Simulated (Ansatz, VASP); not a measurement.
**Sn3Te in VASP and in Ansatz**

```
Te Sn
1.0
    -2.26981    2.26981    5.44194
     2.26981   -2.26981    5.44194
     2.26981    2.26981   -5.44194
Te Sn
1 3
Direct
  0.00000 0.00000 0.00000
  0.50000 0.50000 0.00000
  0.25000 0.75000 0.50000
  0.75000 0.25000 0.50000
```

Change from the starting cell: volume scaled by 0.96.

Alike in both runs: task single point; functional PBEsol; k mesh 8 × 8 × 8; occupations fermi-dirac, width 0.05 eV; no spin polarisation.

|  | VASP | Ansatz |
| --- | --- | --- |
| version | VASP 6.6.1 | Ansatz 0.2.0 |
| potentials or method | VASP PAW PBE potentials, release 64 (Te, Sn_d), cutoff 520 eV | all-electron LAPW, scalar-relativistic |

VASP gave:

```
gap on the k mesh at the Fermi level (eV)                     : none
pressure (GPa)                                                : -1.3
traceless stress, the component that is largest in VASP (GPa) : -0.37
```

Estimate Ansatz's values.

gap on the k mesh at the Fermi level (eV): none; pressure (GPa): -1.3; traceless stress, the component that is largest in VASP (GPa): -0.36.

VASP's potentials were made for PBE, not for PBEsol. A gap of «none» marks a metal or a gap that the smearing closes. Ansatz ran all-electron here, and VASP with PAW potentials.

Neither program's run includes spin-orbit coupling.
